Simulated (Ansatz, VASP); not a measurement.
# One calculation of CoSi2, two programs

```
CELL_PARAMETERS angstrom
3.81974 0.00001 0.00852
-1.90987 3.30800 -0.00852
-1.90327 1.09885 2.98678
ATOMIC_POSITIONS crystal
Co 0.00000 0.00000 0.00000
Si 0.74539 0.25461 0.23864
Si 0.25461 0.74539 0.76136
```

Alike in both runs: task single point; functional LDA; k mesh 9 × 9 × 12; occupations gaussian, width 0.1 eV; no spin polarisation.

|  | VASP | Ansatz |
| --- | --- | --- |
| version | VASP 6.6.1 | Ansatz 0.2.0 |
| potentials or method | VASP PAW LDA potentials, release 64 (Co, Si), cutoff 520 eV | scalar-relativistic, plane waves, PAW |
| valence electrons in the cell | 17 | 25 |

|  | VASP | Ansatz | Ansatz less VASP |
| --- | --- | --- | --- |
| gap on the k mesh at the Fermi level (eV) | none | none | - |
| pressure (GPa) | -5.5 | -5.7 | -0.18 |
| traceless stress, the component that is largest in VASP (GPa) | 5.68 | 5.69 | +0.004 |
| rms of the force components (eV/Å) | 0.004 | 0.004 | 0.0000 |

LDA's correlation is that of Perdew and Zunger in VASP and of Perdew and Wang (1992) in Ansatz. Atom by atom the forces differ by 0.001 eV/Å (rms over components). A gap of «none» marks a metal or a gap that the smearing closes. VASP's potentials hold 17 valence electrons a cell and Ansatz's 25, so a difference there can come from the potentials and not from the codes.
